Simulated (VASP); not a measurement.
# B32N31 (a cell with a defect) in VASP: notebook, part 3 of 4

VASP 6.6.1.

## Step 5: Single point, HSE06, collinear spin

File POSCAR:

```
B32N31
1.0
    7.2115910000      0.0000000000      0.0000000000
    0.0000000000      7.2115910000      0.0000000000
    0.0000000000      0.0000000000      7.2115910000
B N
32 31
Direct
    0.9996050000      0.0002580000      0.9992690000
    0.0012810000      0.0019370000      0.4975280000
    0.0012860000      0.4984960000      0.0009750000
    0.0002780000      0.5009520000      0.4999680000
    0.4978360000      0.0019550000      0.0009600000
    0.5002760000      0.0009360000      0.4999700000
    0.5002800000      0.5009260000      0.9999760000
    0.4807580000      0.4813880000      0.4804210000
    0.2493720000      0.2500170000      0.9991730000
    0.2473850000      0.2480210000      0.4971000000
    0.2477330000      0.7521340000      0.0010410000
    0.2487520000      0.7493580000      0.4999920000
    0.7514920000      0.2484000000      0.0010550000
    0.7487230000      0.2493850000      0.5000210000
    0.7488230000      0.7495050000      0.0000110000
    0.7675390000      0.7681680000      0.4813120000
    0.2493720000      0.0001170000      0.2490610000
    0.2477580000      0.0020230000      0.7511800000
    0.2473700000      0.4980520000      0.2470470000
    0.2487120000      0.5009740000      0.7483840000
    0.7514910000      0.0020160000      0.2474520000
    0.7488340000      0.0009790000      0.7485030000
    0.7487010000      0.5009900000      0.2484030000
    0.7675380000      0.4822630000      0.7672300000
    0.9994810000      0.2500270000      0.2490670000
    0.0013380000      0.2484130000      0.7511880000
    0.0013490000      0.7521390000      0.2474630000
    0.0003400000      0.7494560000      0.7485210000
    0.4973870000      0.2480240000      0.2470710000
    0.5003270000      0.2493580000      0.7483880000
    0.5003380000      0.7493820000      0.2483630000
    0.4815670000      0.7682160000      0.7672430000
    0.1247950000      0.1254770000      0.1245290000
    0.1248110000      0.1255040000      0.6243800000
    0.1248150000      0.6253160000      0.1245600000
    0.1247880000      0.6254860000      0.6245290000
    0.6246340000      0.1255000000      0.1245500000
    0.6248070000      0.1254360000      0.6245260000
    0.6248220000      0.6254810000      0.1244720000
    0.3749460000      0.3756370000      0.1239590000
    0.3764170000      0.3770820000      0.6243680000
    0.3750660000      0.8752070000      0.1250590000
    0.3762600000      0.8739680000      0.6242830000
    0.8745190000      0.3757640000      0.1250790000
    0.8732950000      0.3769330000      0.6243090000
    0.8746250000      0.8753020000      0.1240040000
    0.8734280000      0.8740910000      0.6246340000
    0.3749440000      0.1249160000      0.3746680000
    0.3750540000      0.1260170000      0.8742510000
    0.3764450000      0.6253010000      0.3761460000
    0.3762410000      0.6252290000      0.8730010000
    0.8745340000      0.1260290000      0.3748140000
    0.8746150000      0.1249460000      0.8743570000
    0.8732800000      0.6252610000      0.3759630000
    0.8734070000      0.6255870000      0.8731180000
    0.1242320000      0.3756220000      0.3746900000
    0.1253460000      0.3757590000      0.8742590000
    0.1253490000      0.8752000000      0.3748040000
    0.1242610000      0.8752960000      0.8743390000
    0.6246310000      0.3770980000      0.3761570000
    0.6245460000      0.3768790000      0.8730030000
    0.6245770000      0.8739500000      0.3759480000
    0.6249310000      0.8740740000      0.8731090000
```

File INCAR.step1:

```
  PREC = Accurate
  ENCUT = 520
  EDIFF = 1E-5
  ISMEAR = -1
  SIGMA = 0.05
  LREAL = Auto
  LASPH = True
  NELM = 200
  ALGO = Normal
  ISIF = 2
  LWAVE = True
  ISPIN = 2
  MAGMOM = 0 0 0 0 0 0 0 0.25 0 0 0 0 0 0 0 0.25 0 0 0 0 0 0 0 0.25 0 0 0 0 0 0 0 0.25 0 0 0 0 0 0 0 0 0 0 0 0 0 0 0 0 0 0 0 0 0 0 0 0 0 0 0 0 0 0 0
  LORBIT = 11
  NBANDS = 166
  GGA = PE
  NELECT = 249.0
  ISYM = -1
  GGA_COMPAT = False
```

File INCAR.step2:

```
  PREC = Accurate
  ENCUT = 520
  EDIFF = 1E-6
  ISMEAR = -1
  SIGMA = 0.05
  LREAL = Auto
  LASPH = True
  NELM = 200
  ALGO = Normal
  ISIF = 2
  LWAVE = False
  LCHARG = True
  ISPIN = 2
  MAGMOM = 0 0 0 0 0 0 0 0.25 0 0 0 0 0 0 0 0.25 0 0 0 0 0 0 0 0.25 0 0 0 0 0 0 0 0.25 0 0 0 0 0 0 0 0 0 0 0 0 0 0 0 0 0 0 0 0 0 0 0 0 0 0 0 0 0 0 0
  LORBIT = 11
  GGA = PE
  LHFCALC = True
  HFSCREEN = 0.2079
  PRECFOCK = Fast
  LELF = True
  LVHAR = True
  NBANDS = 166
  ISTART = 1
  NELECT = 249.0
  ISYM = -1
  GGA_COMPAT = False
```

File KPOINTS:

```
explicit points
1
Reciprocal
  0.25000000   0.25000000   0.25000000 1
```

Potentials or basis: VASP PAW PBE potentials, release 64 (B, N).

The run is started by

```bash
> cat potpaw_PBE.64/B/POTCAR potpaw_PBE.64/N/POTCAR > POTCAR
> cp INCAR.step1 INCAR
> mpirun -np 1 vasp_std > vasp.out
> cp INCAR.step2 INCAR
> mpirun -np 1 vasp_std > vasp.out
```

OUTCAR:

```text
PREC = Accurate
   ENCUT = 520
   EDIFF = 1E-6
   ISMEAR = -1
   LREAL = Auto
   LASPH = True
   NELM = 200
   ISIF = 2
   ISPIN = 2
   LORBIT = 11
   GGA = PE
   LHFCALC = True
   HFSCREEN = 0.2079
   PRECFOCK = Fast
   ISTART = 1
   NELECT = 249.0
   ISYM = -1

 ion  position               nearest neighbor table
   1  1.000  0.000  0.999-  59 1.56  53 1.56  46 1.56  33 1.56
   2  0.001  0.002  0.498-  58 1.56  52 1.56  34 1.56  47 1.59
   3  0.001  0.498  0.001-  57 1.56  44 1.56  35 1.56  55 1.59
   4  0.000  0.501  0.500-  36 1.56  56 1.56  54 1.56  45 1.56
   5  0.498  0.002  0.001-  49 1.56  42 1.56  37 1.56  63 1.59
   6  0.500  0.001  0.500-  38 1.56  48 1.56  43 1.56  62 1.56
   7  0.500  0.501  1.000-  39 1.56  40 1.56  61 1.56  51 1.56
   8  0.481  0.481  0.480-  60 1.49  50 1.49  41 1.49
   9  0.249  0.250  0.999-  33 1.56  49 1.56  57 1.56  40 1.57
  10  0.247  0.248  0.497-  34 1.55  48 1.55  56 1.55  41 1.60
  11  0.248  0.752  0.001-  35 1.55  59 1.55  42 1.56  51 1.60
  12  0.249  0.749  0.500-  36 1.55  58 1.56  50 1.56  43 1.57
  13  0.751  0.248  0.001-  37 1.55  53 1.55  44 1.56  61 1.60
  14  0.749  0.249  0.500-  38 1.55  52 1.56  60 1.56  45 1.57
  15  0.749  0.750  0.000-  39 1.55  63 1.56  55 1.56  46 1.56
  16  0.768  0.768  0.481-  54 1.49  62 1.49  47 1.49
  17  0.249  0.000  0.249-  33 1.56  42 1.56  58 1.56  48 1.57
[... 44 lines left out ...]
  62  0.625  0.874  0.376-  16 1.49   6 1.56  31 1.57  21 1.60
  63  0.625  0.874  0.873-  32 1.49  15 1.56  22 1.56   5 1.59

IMPORTANT INFORMATION: All symmetrisations will be switched off!
NOSYMM: (Re-)initialisation of all symmetry stuff for point group C_1.

----------------------------------------------------------------------------------------

                                     Primitive cell

  volume of cell :     375.0535

  direct lattice vectors                    reciprocal lattice vectors
     7.211591000  0.000000000  0.000000000     0.138665656  0.000000000  0.000000000
     0.000000000  7.211591000  0.000000000     0.000000000  0.138665656  0.000000000
     0.000000000  0.000000000  7.211591000     0.000000000  0.000000000  0.138665656
[... 372 lines left out ...]
  band No.  band energies     occupation
      1     -15.2562      1.00000
      2     -14.2763      1.00000
      3     -14.2760      1.00000
      4     -14.0778      1.00000
      5     -13.2784      1.00000
      6     -13.2781      1.00000
[... 128 lines left out ...]
    135      16.3788      0.00000
    136      16.4596      0.00000
 [bands above 136 left out]

------------------------ aborting loop because EDIFF is reached ----------------------------------------

  FORCE on cell =-STRESS in cart. coord.  units (eV):
  Direction    XX          YY          ZZ          XY          YZ          ZX
  --------------------------------------------------------------------------------------
  -------------------------------------------------------------------------------------
  Total      -27.9293412    -27.9275359    -27.9306987     -1.8696041     -1.8327238     -1.8529343
  in kB     -119.3103200   -119.3026080   -119.3161189     -7.9866927     -7.8291449     -7.9154817
  external PRESSURE =    -119.3096823 kB  Pullay stress =       0.0000000 kB

 VOLUME and BASIS-vectors are now :
 -----------------------------------------------------------------------------
  energy-cutoff  :      520.00
  volume of cell :      375.05
      direct lattice vectors                 reciprocal lattice vectors
     7.211591000  0.000000000  0.000000000     0.138665656  0.000000000  0.000000000
     0.000000000  7.211591000  0.000000000     0.000000000  0.138665656  0.000000000
     0.000000000  0.000000000  7.211591000     0.000000000  0.000000000  0.138665656

 POSITION                                       TOTAL-FORCE (eV/Angst)
 -----------------------------------------------------------------------------------
      7.20874      0.00186      7.20632         0.006824      0.009595      0.020983
      0.00924      0.01397      3.58797         0.027173      0.028504      0.041615
      0.00927      3.59495      0.00703         0.022637      0.037001      0.032012
      0.00200      3.61266      3.60556        -0.000755      0.001540      0.008754
      3.59019      0.01410      0.00692         0.033362      0.024638      0.032089
      3.60779      0.00675      3.60558         0.005098     -0.001201      0.004297
[... 55 lines left out ...]
      4.50419      6.30257      2.71118         0.058449     -0.022610      0.014758
      4.50675      6.30346      6.29651        -0.083149     -0.020495     -0.024247
 -----------------------------------------------------------------------------------
    total drift:                               -0.013744      0.003794     -0.012486

  FREE ENERGIE OF THE ION-ELECTRON SYSTEM (eV)
  ---------------------------------------------------
  free  energy   TOTEN  =      -652.8289367198 eV

  energy  without entropy=     -652.8289367019  energy(sigma->0) =     -652.82893671

 total charge

# of ion       s       p       d       tot
------------------------------------------
    1        0.679   1.347   0.000   2.026
    2        0.677   1.334   0.000   2.011
    3        0.677   1.334   0.000   2.011
    4        0.678   1.343   0.000   2.022
    5        0.677   1.334   0.000   2.011
    6        0.678   1.344   0.000   2.022
[... 55 lines left out ...]
   62        1.222   2.768   0.000   3.990
   63        1.220   2.774   0.000   3.994
--------------------------------------------------
tot         59.673 128.726   0.000 188.399

 magnetization (x)

# of ion       s       p       d       tot
------------------------------------------
    1        0.000  -0.000   0.000   0.000
    2        0.000   0.003   0.000   0.003
    3        0.000   0.003   0.000   0.003
    4        0.001   0.001   0.000   0.002
    5        0.000   0.003   0.000   0.003
    6        0.001   0.001   0.000   0.002
[... 55 lines left out ...]
   62       -0.000   0.003   0.000   0.003
   63        0.000   0.011   0.000   0.012
--------------------------------------------------
tot          0.044   0.422   0.000   0.466
```

OSZICAR.step1:

```text
N       E                     dE             d eps       ncg     rms          rms(c)
DAV:   1     0.109910884228E+04    0.10991E+04   -0.13407E+05   664   0.148E+03
DAV:   2    -0.512526538500E+03   -0.16116E+04   -0.15501E+04   836   0.338E+02
DAV:   3    -0.590939704775E+03   -0.78413E+02   -0.77931E+02   816   0.762E+01
DAV:   4    -0.592013179098E+03   -0.10735E+01   -0.10710E+01   816   0.893E+00
DAV:   5    -0.592031055757E+03   -0.17877E-01   -0.17863E-01   824   0.109E+00    0.378E+01
DAV:   6    -0.564351875310E+03    0.27679E+02   -0.84890E+01   768   0.205E+01    0.181E+01
DAV:   7    -0.562144692803E+03    0.22072E+01   -0.50183E+00   800   0.588E+00    0.108E+01
DAV:   8    -0.561695936254E+03    0.44876E+00   -0.14516E+00   768   0.302E+00    0.137E+00
DAV:   9    -0.561674563764E+03    0.21372E-01   -0.95229E-02   768   0.855E-01    0.670E-01
DAV:  10    -0.561675838036E+03   -0.12743E-02   -0.10561E-02   808   0.269E-01    0.381E-01
DAV:  11    -0.561677074936E+03   -0.12369E-02   -0.27608E-03   760   0.151E-01    0.801E-02
DAV:  12    -0.561677141232E+03   -0.66297E-04   -0.22725E-04   816   0.512E-02    0.449E-02
DAV:  13    -0.561677162553E+03   -0.21321E-04   -0.99888E-05   808   0.301E-02    0.264E-02
DAV:  14    -0.561677178477E+03   -0.15924E-04   -0.15135E-05   480   0.128E-02    0.136E-02
DAV:  15    -0.561677186272E+03   -0.77944E-05   -0.56278E-06   440   0.733E-03
   1 F= -.56167719E+03 E0= -.56167711E+03  d E =-.144235E-03  mag=     0.9998
```

Wall time 9.9 min (1 thread of Intel Xeon 6975P-C (Granite Rapids), shared host); peak memory 0.74 GiB.

Results:

* Free energy: -652.8289 eV
* Largest force: 0.152 eV/Å
* Net moment: 1.00 μB per cell
* Site moments: B +0.00, +0.05, +0.01, +0.08 (each value once); N +0.00, +0.01, -0.00 (each value once) μB
* Valence electrons inside the program's atomic spheres: B 2.03, 2.01, 2.02, 2.04 (each value once); N 3.99, 4.00 (each value once)

Forces on the atoms (eV/Å):
```
B    0.007  0.010  0.021
B    0.027  0.029  0.042
B    0.023  0.037  0.032
B   -0.001  0.002  0.009
B    0.033  0.025  0.032
B    0.005 -0.001  0.004
B    0.002  0.004 -0.001
B   -0.097 -0.088 -0.078
B    0.003  0.013  0.012
B   -0.011 -0.002  0.037
B   -0.012 -0.018  0.030
B    0.003  0.005  0.013
B   -0.025 -0.009  0.029
B    0.000  0.009  0.010
B    0.009  0.004  0.001
B    0.066  0.081 -0.049
B    0.003  0.015  0.010
B   -0.019  0.024 -0.017
B   -0.007  0.033  0.006
B    0.009  0.005  0.011
B   -0.022  0.027 -0.009
B    0.005 -0.001  0.013
B    0.003  0.006  0.015
B    0.064 -0.051  0.078
B    0.006  0.010  0.012
B    0.027 -0.010 -0.016
B    0.025 -0.017 -0.012
B   -0.006  0.015  0.009
B    0.031 -0.002 -0.001
B    0.000  0.012  0.011
B    0.001  0.001  0.021
B   -0.045  0.068  0.074
N   -0.008 -0.015 -0.018
N   -0.001 -0.009 -0.015
N   -0.004 -0.009 -0.013
N   -0.003 -0.008 -0.013
N   -0.005 -0.009 -0.010
N   -0.002 -0.004 -0.011
N   -0.008 -0.006 -0.007
N   -0.014 -0.021 -0.027
N    0.023  0.019 -0.066
N   -0.013  0.000 -0.003
N    0.011 -0.024  0.054
N    0.008 -0.022 -0.003
N   -0.023  0.010  0.049
N    0.002 -0.001 -0.021
N   -0.025 -0.030 -0.083
N   -0.013 -0.027 -0.018
N   -0.010  0.002 -0.002
N    0.018 -0.054  0.008
N    0.015  0.062 -0.027
N    0.004  0.001 -0.025
N    0.003 -0.014 -0.007
N   -0.020  0.050  0.012
N   -0.021 -0.080 -0.024
N   -0.019 -0.015 -0.025
N    0.005 -0.021 -0.002
N    0.007  0.001 -0.022
N   -0.008 -0.003 -0.004
N   -0.049  0.015  0.009
N    0.068  0.021 -0.027
N    0.058 -0.023  0.015
N   -0.083 -0.020 -0.024
```

Levels at points of the mesh, in eV from the Fermi level:
Spin up:
```csv
k point,band 121,band 122,band 123,band 124,band 125,band 126,band 127,band 128,band 129,band 130
"(0.25, 0.25, 0.25)",-3.28,-3.15,-2.49,-2.49,-0.93,3.60,3.98,3.98,5.47,5.47
```
Spin down:
| k point | band 122 | band 123 | band 124 | band 125 | band 126 | band 127 |
| --- | --- | --- | --- | --- | --- | --- |
| (0.25, 0.25, 0.25) | -3.15 | -2.47 | -2.47 | 0.93 | 4.15 | 4.73 |

Caveat: the cell carries a net charge on a neutralising background, which shifts energy and pressure; the cell is charged against a uniform background, so pressure and absolute levels hang on convention; the PAW data sets were made with another functional, which shifts forces and pressure a little.

[end of part 3 of 4]
